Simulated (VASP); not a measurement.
# SiC (P6_3mc) in VASP: a series of runs

Aim: see how the results for SiC move with the level of theory and the settings. Levels: HSE06, PBE-based screened hybrid with 5 % exact exchange. Tasks: relaxation of cell and atoms, single point.

All numbers are computed with VASP 6.6.1; they aren't measurements. Logs are shortened: lines on timing, memory, paths and dates and some standing lists are left out, and cuts for length are marked.

## Step 1: The cell of the first run

The structure is hexagonal, space group P6_3mc (No. 186). Conventional cell: a = 3.076 Å, b = 3.076 Å, c = 5.048 Å, α = 90.00°, β = 90.00°, γ = 120.00°. Within 2.5 Å of Si (site symmetry 3m) lie 4 C at 1.87 to 1.94 Å. Within 2.5 Å of C (site symmetry 3m) lie 4 Si at 1.87 to 1.94 Å.

## Step 2: Relaxation of cell and atoms, HSE06

POSCAR reads:

```
SiC
1.0
    3.0760000000      0.0000000000      0.0000000000
   -1.5380000000      2.6638941420      0.0000000000
    0.0000000000      0.0000000000      5.0480000000
Si C
2 2
Direct
    0.6666666667      0.3333333333      0.5000000000
    0.3333333333      0.6666666667      0.0000000000
    0.6666666667      0.3333333333      0.8850000000
    0.3333333333      0.6666666667      0.3850000000
```

INCAR.step1 reads:

```
ALGO     = Normal         # electronic algorithm
EDIFF    = 1E-5           # SCF threshold, eV
ENCUT    = 600            # plane-wave cutoff, eV
GGA      = PE             # functional
ISMEAR   = -1             # smearing method
LASPH    = True           # aspherical terms in the spheres
LCHARG   = False          # write CHGCAR
LREAL    = False          # projectors in reciprocal space
LWAVE    = True           # write WAVECAR
NBANDS   = 16             # bands
NELM     = 100            # most SCF steps
PREC     = Accurate       # precision mode
SIGMA    = 0.05           # smearing width, eV
```

INCAR.step2 reads:

```
ALGO     = Normal         # electronic algorithm
EDIFF    = 1E-7           # SCF threshold, eV
EDIFFG   = -0.01          # ionic threshold
ENCUT    = 600            # plane-wave cutoff, eV
GGA      = PE             # functional
HFSCREEN = 0.2079         # screening, 1/A
IBRION   = 2              # ionic algorithm
ISIF     = 3              # what is computed and relaxed
ISMEAR   = -1             # smearing method
ISTART   = 1            
LASPH    = True           # aspherical terms in the spheres
LCHARG   = False          # write CHGCAR
LHFCALC  = True           # exact exchange
LREAL    = False          # projectors in reciprocal space
LWAVE    = False          # write WAVECAR
NELM     = 100            # most SCF steps
NSW      = 60             # ionic steps
PREC     = Accurate       # precision mode
PRECFOCK = Normal       
SIGMA    = 0.05           # smearing width, eV
```

KPOINTS reads:

```
k-points
0
Gamma
  5 5 3
```

Potentials or basis: VASP PAW PBE potentials, release 64 (Si, C).

Run with:

```sh
> cat potpaw_PBE.64/Si/POTCAR potpaw_PBE.64/C/POTCAR > POTCAR
> cp INCAR.step1 INCAR
> mpirun -np 1 vasp_std > vasp.out
> cp INCAR.step2 INCAR
> mpirun -np 1 vasp_std > vasp.out
```

OUTCAR:

```text
EDIFF = 1E-7
   EDIFFG = -0.01
   ENCUT = 600
   GGA = PE
   HFSCREEN = 0.2079
   IBRION = 2
   ISIF = 3
   ISMEAR = -1
   ISTART = 1
   LASPH = True
   LHFCALC = True
   LREAL = False
   NELM = 100
   NSW = 60
   PREC = Accurate
   PRECFOCK = Normal

 ion  position               nearest neighbor table
   1  0.667  0.333  0.500-   4 1.87   4 1.87   4 1.87   3 1.94   2 3.09   2 3.09   2 3.09   2 3.09
                             2 3.09   2 3.09
   2  0.333  0.667  0.000-   3 1.87   3 1.87   3 1.87   4 1.94   1 3.09   1 3.09   1 3.09   1 3.09
                             1 3.09   1 3.09
   3  0.667  0.333  0.885-   2 1.87   2 1.87   2 1.87   1 1.94
   4  0.333  0.667  0.385-   1 1.87   1 1.87   1 1.87   2 1.94

  LATTYP: Found a hexagonal cell.
 ALAT       =     3.0760000000
 C/A-ratio  =     1.6410923277

  Lattice vectors:

 A1 = (   3.0760000000,   0.0000000000,   0.0000000000)
 A2 = (  -1.5380000000,   2.6638941420,   0.0000000000)
 A3 = (   0.0000000000,   0.0000000000,   5.0480000000)

Analysis of symmetry for initial positions (statically):
=====================================================================
 Subroutine PRICEL returns:
 Original cell was already a primitive cell.

 Routine SETGRP: Setting up the symmetry group for a
 hexagonal supercell.

 Subroutine GETGRP returns: Found 12 space group operations
 (whereof  6 operations were pure point group operations)
 out of a pool of 24 trial point group operations.

The static configuration has the point symmetry C_3v.
 The point group associated with its full space group is C_6v.

Analysis of symmetry for dynamics (positions and initial velocities):
=====================================================================
 Subroutine PRICEL returns:
 Original cell was already a primitive cell.

 Routine SETGRP: Setting up the symmetry group for a
 hexagonal supercell.

 Subroutine GETGRP returns: Found 12 space group operations
 (whereof  6 operations were pure point group operations)
 out of a pool of 24 trial point group operations.

The dynamic configuration has the point symmetry C_3v.
 The point group associated with its full space group is C_6v.

 Subroutine INISYM returns: Found 12 space group operations
 (whereof  6 operations are pure point group operations),
 and found     1 'primitive' translations

----------------------------------------------------------------------------------------

                                     Primitive cell

  volume of cell :      41.3640

  direct lattice vectors                    reciprocal lattice vectors
     3.076000000  0.000000000  0.000000000     0.325097529  0.187695146  0.000000000
    -1.538000000  2.663894142  0.000000000     0.000000000  0.375390292  0.000000000
     0.000000000  0.000000000  5.048000000     0.000000000  0.000000000  0.198098257

  length of vectors
     3.076000000  3.076000000  5.048000000     0.375390292  0.375390292  0.198098257

  position of ions in fractional coordinates (direct lattice)
     0.666666667  0.333333333  0.500000000
     0.333333333  0.666666667  0.000000000
     0.666666667  0.333333333  0.885000000
     0.333333333  0.666666667  0.385000000

  ion indices of the primitive-cell ions
   primitive index   ion index
                 1           1
                 2           2
                 3           3
                 4           4

----------------------------------------------------------------------------------------

 KPOINTS: k-points

Automatic generation of k-mesh.
 Grid dimensions read from file:
 generate k-points for:    5    5    3

 Generating k-lattice:

  Cartesian coordinates                     Fractional coordinates (reciprocal lattice)
     0.065019506  0.037539029  0.000000000     0.200000000  0.000000000  0.000000000
     0.000000000  0.075078058  0.000000000     0.000000000  0.200000000  0.000000000
     0.000000000  0.000000000  0.066032752     0.000000000  0.000000000  0.333333333

  Length of vectors
     0.075078058  0.075078058  0.066032752

  Shift w.r.t. Gamma in fractional coordinates (k-lattice)
     0.000000000  0.000000000  0.000000000

 Subroutine IBZKPT returns following result:
 ===========================================

 Found     10 irreducible k-points:

 Following reciprocal coordinates:
            Coordinates               Weight
  0.000000  0.000000  0.000000      1.000000
  0.200000 -0.000000  0.000000      6.000000
  0.400000 -0.000000  0.000000      6.000000
  0.200000  0.200000  0.000000      6.000000
  0.400000  0.200000  0.000000      6.000000
  0.000000  0.000000  0.333333      2.000000
  0.200000 -0.000000  0.333333     12.000000
  0.400000 -0.000000  0.333333     12.000000
  0.200000  0.200000  0.333333     12.000000
  0.400000  0.200000  0.333333     12.000000
   k-points           NKPTS =     10   k-points in BZ     NKDIM =     75   number of bands    NBANDS=     12
   number of dos      NEDOS =    301   number of ions     NIONS =      4
   total plane-waves  NPLWV =  31360
   dimension x,y,z NGX =    28 NGY =   28 NGZ =   40
   dimension x,y,z NGXF=    56 NGYF=   56 NGZF=   80
   ions per type =               2   2
   NGX,Y,Z   is equivalent  to a cutoff of  15.13, 15.13, 13.17 a.u.
   NGXF,Y,Z  is equivalent  to a cutoff of  30.27, 30.27, 26.35 a.u.
 SYSTEM =  unknown system
   PREC   = accura    normal or accurate (medium, high low for compatibility)
   ISTART =      1    job   : 0-new  1-cont  2-samecut
   ICHARG =      0    charge: 1-file 2-atom 10-const
   ISPIN  =      1    spin polarized calculation?
   LNONCOLLINEAR =      F non collinear calculations
   LSORBIT =      F    spin-orbit coupling
   LASPH  =      T    aspherical Exc in radial PAW
   ENCUT  =  600.0 eV  44.10 Ry    6.64 a.u.   6.14  6.14 10.08*2*pi/ulx,y,z
   NELM   =    100;   NELMIN=  2; NELMDL=  0     # of ELM steps
   EDIFF  = 0.1E-06   stopping-criterion for ELM
   LREAL  =      F    real-space projection
   EDIFFG = -.1E-01   stopping-criterion for IOM
   NSW    =     60    number of steps for IOM
   IBRION =      2    ionic relax: 0-MD 1-quasi-New 2-CG
   NFREE  =      1    steps in history (QN), initial steepest desc. (CG)
   ISIF   =      3    stress and relaxation
   ISYM   =      3    0-nonsym 1-usesym 2-fastsym
   POTIM  = 0.5000    time-step for ionic-motion
   TEBEG  =    0.0;   TEEND  =   0.0 temperature during run
   PSTRESS=    0.0 pullay stress
   NELECT =      16.0000    total number of electrons
   NUPDOWN=      -1.0000    fix difference up-down
   EMIN   =  10.00;   EMAX   =-10.00  energy-range for DOS
   EFERMI =   0.00;   METHOD = LEGACY
   ISMEAR =    -1;   SIGMA  =   0.05  broadening in eV -4-tet -1-fermi 0-gaus
   EFERMI_NEDOS =   21; number of points for ismear=-14 and -15
   IALGO  =     38    algorithm
   IMIX   =      1    mixing-type and parameters
     AMIX     =   0.40;   BMIX     =  1.00
     AMIX_MAG =   1.60;   BMIX_MAG =  1.00
  volume/ion in A,a.u.               =      10.34        69.78
  Fermi-wavevector in a.u.,A,eV,Ry     =   1.192817  2.254098 19.358549  1.422813
  Thomas-Fermi vector in A             =   2.328847
   LORBIT       =      0    0 simple, 1 ext, 2 COOP (PROOUT), +10 PAW based schemes
   GGA     = PE    functional components
   LHFCALC =     T    Hartree Fock is set to
   PRECFOCK=normal    Normal, Fast or Accurate (Low or Medium for compatibility)
   ENCUT4O =  -1.0   cutoff for four orbital integrals eV
   NKREDX  =     1    reduce k-point grid by
   NKREDY  =     1    reduce k-point grid by
   NKREDZ  =     1    reduce k-point grid by
   AEXX    =    0.2500 exact exchange contribution
   HFSCREEN=    0.2079 screening length (either q_TF or 0.3 A-1)
   HFSCREENC=   0.2079 screening length for correlation (either q_TF or 0.3 A-1)
   ENCUTFOCK=  -1.0 apply spherical cutoff to Coloumb kernel
   IVDW    =     0    specifies the selected vdW correction
   LEPSILON=     F    determine dielectric tensor
   LRPA    =     F    only Hartree local field effects (RPA)
 conjugate gradient relaxation of ions
 non-spin polarized calculation
  energy-cutoff  :      600.00
  volume of cell :       41.36
 maximum number of plane-waves:      1392
 NGX is ok and might be reduce to    28
  NGX = 20; NGY = 20; NGZ = 32

--------------------------------------- Ionic step        1  -------------------------------------------

 number of electron      16.0000001 magnetization

 Free energy of the ion-electron system (eV)
  ---------------------------------------------------
  ext. energy  EPLUGINS =         0.00000000
  ---------------------------------------------------
  free energy    TOTEN  =       -34.76986468 eV

  energy without entropy =      -34.76986468  energy(sigma->0) =      -34.76986468

------------------------ aborting loop because EDIFF is reached ----------------------------------------

  FORCE on cell =-STRESS in cart. coord.  units (eV):
  Direction    XX          YY          ZZ          XY          YZ          ZX
  --------------------------------------------------------------------------------------
  -------------------------------------------------------------------------------------
  Total        0.0347435      0.0347435     -1.2408216      0.0000000      0.0000000      0.0000000
  in kB        1.3457398      1.3457398    -48.0614956      0.0000000      0.0000000      0.0000000
  external PRESSURE =     -15.1233387 kB  Pullay stress =       0.0000000 kB
[... 289 lines left out ...]
  energy  without entropy=      -34.8069558768  energy(sigma->0) =      -34.80695588

--------------------------------------- Ionic step        9  -------------------------------------------

 number of electron      16.0000000 magnetization

 Free energy of the ion-electron system (eV)
  ---------------------------------------------------
  ext. energy  EPLUGINS =         0.00000000
  ---------------------------------------------------
  free energy    TOTEN  =       -34.80697994 eV

  energy without entropy =      -34.80697994  energy(sigma->0) =      -34.80697994

 E-fermi :   8.7569     XC(G=0):  -9.3744

 val. band max:        7.7466970298   @ k =   0.0000   0.0000   0.0000
 cond. band min:      11.5811737829   @ k =   0.4000   0.2000   0.0000
 fundamental gap:      3.8344767531
 Fermi energy:         8.7568606150

 k-point     1 :       0.0000    0.0000    0.0000
  band No.  band energies     occupation
      1      -9.4827      2.00000
      2      -5.5948      2.00000
      3      -1.8178      2.00000
      4       6.2733      2.00000
      5       6.2733      2.00000
      6       7.6601      2.00000
      7       7.7467      2.00000
      8       7.7467      2.00000
      9      13.7719      0.00000
     10      15.3442      0.00000
     11      15.6768      0.00000
     12      15.6768      0.00000
[... 164 lines left out ...]
  FREE ENERGIE OF THE ION-ELECTRON SYSTEM (eV)
  ---------------------------------------------------
  free  energy   TOTEN  =       -34.8069799373 eV

  energy  without entropy=      -34.8069799372  energy(sigma->0) =      -34.80697994

 reached required accuracy - stopping structural energy minimisation
```

Run time: 31 min. Hardware: 1 thread of Intel Xeon Platinum 8488C (Sapphire Rapids), shared host; peak memory 0.28 GiB.

What came out:

```yaml
Free_energy: -34.8070 eV
Relaxed_volume: 10.26 Å³/atom
Relaxed_cell: a = 3.069 Å, b = 3.069 Å, c = 5.031 Å, α = 90.00°, β = 90.00°, γ = 120.00°
Space_group_after_relaxing_to_0.1_Å: P6_3mc (No. 186)
Energy_gained_by_relaxing: 9.3 meV/atom
Ionic_steps: 9
Pressure_after_relaxing: 0.0 GPa
Band_gap_on_the_k_mesh: 3.83 eV (least direct gap 5.19 eV)
```

The path:
```
step  energy change (eV)  largest force (eV/Å)  pressure (GPa)  volume (Å³)
   1              0.0000                0.7607           -1.51        41.36
   2              0.0010                0.7784            1.82        40.78
   3             -0.0348                0.0645           -0.12        41.06
   4             -0.0348                0.0489           -0.08        41.06
   5             -0.0369                0.0228            0.29        41.00
   6             -0.0371                0.0078            0.22        41.01
   7             -0.0371                0.0065            0.21        41.01
   8             -0.0371                0.0094           -0.18        41.08
   9             -0.0371                0.0020            0.00        41.05
```

Final structure:
```xyz
4
Lattice="3.0694 0.0000 0.0000 -1.5347 2.6582 0.0000 0.0000 0.0000 5.0307" Properties=species:S:1:pos:R:3 pbc="T T T"
Si    1.5347    0.8861    2.5374
Si    0.0000    1.7721    0.0220
C     1.5347    0.8861    4.4301
C     0.0000    1.7721    1.9148
```

Levels at points of the mesh, in eV from the valence-band top:
```tsv
k point	band 4	band 5	band 6	band 7	band 8	band 9	band 10	band 11	band 12
(0.00, 0.00, 0.00)	-1.47	-1.47	-0.09	0.00	0.00	6.03	7.60	7.93	7.93
```

Caveat: the k points lie up to 0.47 Å⁻¹ apart in the final cell; the PAW data sets were made with another functional, which shifts forces and pressure a little.

## Step 3: Single point, PBE-based screened hybrid with 5 % exact exchange

POSCAR is that of step 2.

INCAR.step1 reads:

```
SYSTEM = SiC
ALGO     = Normal         ! electronic algorithm
EDIFF    = 1E-5           ! SCF threshold, eV
ENCUT    = 520            ! plane-wave cutoff, eV
GGA      = PE             ! functional
ISIF     = 2              ! what is computed and relaxed
ISMEAR   = -1             ! smearing method
LASPH    = .True.         ! aspherical terms in the spheres
LCHARG   = .False.        ! write CHGCAR
LREAL    = .False.        ! projectors in reciprocal space
LWAVE    = .True.         ! write WAVECAR
NBANDS   = 16             ! bands
NELM     = 80             ! most SCF steps
PREC     = Accurate       ! precision mode
SIGMA    = 0.05           ! smearing width, eV
```

INCAR.step2 reads:

```
SYSTEM = SiC
AEXX     = 0.05           ! exact-exchange fraction
ALGO     = Normal         ! electronic algorithm
EDIFF    = 1E-6           ! SCF threshold, eV
ENCUT    = 520            ! plane-wave cutoff, eV
GGA      = PE             ! functional
HFSCREEN = 0.2            ! screening, 1/A
ISIF     = 2              ! what is computed and relaxed
ISMEAR   = -1             ! smearing method
ISTART   = 1            
LASPH    = .True.         ! aspherical terms in the spheres
LCHARG   = .False.        ! write CHGCAR
LHFCALC  = .True.         ! exact exchange
LREAL    = .False.        ! projectors in reciprocal space
LWAVE    = .False.        ! write WAVECAR
NBANDS   = 16             ! bands
NELM     = 80             ! most SCF steps
PREC     = Accurate       ! precision mode
PRECFOCK = Normal       
SIGMA    = 0.05           ! smearing width, eV
```

KPOINTS reads:

```
k-points
0
Gamma
  5 5 3
  0 0 0
```

Potentials or basis: VASP PAW PBE potentials, release 64 (Si, C).

Run with:

```sh
> cat potpaw_PBE.64/Si/POTCAR potpaw_PBE.64/C/POTCAR > POTCAR
> cp INCAR.step1 INCAR
> mpirun -np 1 vasp_std > vasp.out
> cp INCAR.step2 INCAR
> mpirun -np 1 vasp_std > vasp.out
```

It took 3 min on 1 thread of Intel Xeon Platinum 8488C (Sapphire Rapids), shared host; peak memory 0.25 GiB.

It converged, with:

```
Free energy            : -30.9778 eV
Pressure               : 2.6 GPa
Largest force          : 0.743 eV/Å
Band gap on the k mesh : 2.99 eV (least direct gap 4.41 eV)
```

Forces on the atoms (eV/Å):
```
Si   0.000  0.000  0.743
Si   0.000  0.000  0.743
C    0.000  0.000 -0.743
C    0.000  0.000 -0.743
```

Stress tensor (GPa, compression positive):
```
 4.29  0.00  0.00
 0.00  4.29  0.00
 0.00  0.00 -0.72
```

Levels at points of the mesh, in eV from the valence-band top:
| k point | band 6 | band 7 | band 8 | band 9 | band 10 | band 11 |
| --- | --- | --- | --- | --- | --- | --- |
| (0.00, 0.00, 0.00) | -0.29 | -0.29 | 0.00 | 4.85 | 6.27 | 6.73 |

Caveat: the k points lie up to 0.47 Å⁻¹ apart; the PAW data sets were made with another functional, which shifts forces and pressure a little. A k mesh can miss the band edges.
